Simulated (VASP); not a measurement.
**Sb: single point with PBEsol**

Sb:

```
Sb
1.0
    -1.60549    1.60549    2.68037
     1.60549   -1.60549    2.68037
     1.60549    1.60549   -2.68037
Sb
1
Direct
  0.00000 0.00000 0.00000
```

This cell differs from its parent crystal: strained.

```
Program                : VASP 6.6.1
Task                   : single point
Functional             : PBEsol
Potentials or basis    : VASP PAW PBE potentials, release 64 (Sb)
Cutoff                 : 520 eV
k mesh                 : 18 × 18 × 18
Occupations            : gaussian, width 0.1 eV
Spin                   : no spin polarisation
Dipole correction      : no
Further INCAR settings : ALGO = Normal; EDIFF = 1e-06; NBANDS = 8
```

```yaml
Pressure: -2.7 GPa
```

Stress tensor (GPa, compression positive):
```
-3.13  0.00  0.00
 0.00 -3.13  0.00
 0.00  0.00 -1.98
```

Levels at points of the mesh, in eV from the Fermi level:
```tsv
k point	band 1	band 2	band 3	band 4	band 5
(0.00, 0.00, 0.00)	-12.76	4.70	5.22	5.22	9.38
(0.50, 0.00, 0.00)	-9.09	-5.66	2.00	4.92	6.39
(0.50, 0.50, 0.00)	-6.85	-4.36	-0.81	0.52	3.53
(0.50, 0.50, 0.50)	-8.98	-5.44	1.79	1.79	5.68
```

Run time: 70 s on 1 thread of Intel(R) Xeon(R) Platinum 8259CL CPU @ 2.50GHz (Skylake/Cascade Lake), on a shared host, peak memory 0.24 GiB.

Caveat: the cell differs from its parent crystal (strained); the PAW data sets were made with another functional, which shifts forces and pressure a little; spin-orbit coupling is left out, which moves the levels of the heavy elements.
